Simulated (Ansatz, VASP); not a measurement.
**GaN: VASP beside Ansatz**

```
Ga N
1.0
     0.00000    2.20304    2.20304
     2.20304    0.00000    2.20304
     2.20304    2.20304    0.00000
Ga N
1 1
Direct
  0.00000 0.00000 0.00000
  0.75000 0.75000 0.75000
```

Alike in both runs: task single point; functional r2SCAN; k mesh 8 × 8 × 8; no spin polarisation.

|  | VASP | Ansatz |
| --- | --- | --- |
| version | VASP 6.6.1 | Ansatz 0.2.0 |
| potentials or method | VASP PAW PBE potentials, release 64 (Ga_d, N) | plane waves, PAW |
| plane-wave cutoff (eV) | 520 | 500 |
| occupations | gaussian, width 0.01 eV | fixed |
| valence electrons in the cell | 18 | 18 |

```tsv
	VASP	Ansatz	Ansatz less VASP
gap on the k mesh at the Fermi level (eV)	2.57	2.58	+0.012
pressure (GPa)	15.2	13.9	-1.29
```

VASP's potentials were made for PBE, not for r2SCAN.
